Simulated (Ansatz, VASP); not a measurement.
**One calculation of TePb, two programs**

```
Te Pb
1.0
     0.06454    3.25927    3.25927
     3.25927    0.06454    3.25927
     3.25927    3.25927    0.06454
Te Pb
1 1
Direct
  0.50000 0.50000 0.50000
  0.00000 0.00000 0.00000
```

Change from the starting cell: equal xy, yz and zx shear strains of +2 %.

Alike in both runs: task single point; functional PBEsol; k mesh 10 × 10 × 10; occupations fermi-dirac, width 0.03 eV; no spin polarisation.

|  | VASP | Ansatz |
| --- | --- | --- |
| version | VASP 6.6.1 | Ansatz 0.2.0 |
| potentials or method | VASP PAW PBE potentials, release 64 (Te, Pb_d), cutoff 520 eV | all-electron LAPW, scalar-relativistic |

|  | VASP | Ansatz | Ansatz less VASP |
| --- | --- | --- | --- |
| pressure (GPa) | -0.3 | -0.2 | +0.04 |
| traceless stress, the component that is largest in VASP (GPa) | -0.31 | -0.31 | +0.001 |

VASP's potentials were made for PBE, not for PBEsol. Ansatz ran all-electron here, and VASP with PAW potentials.

Spin-orbit coupling is off throughout.
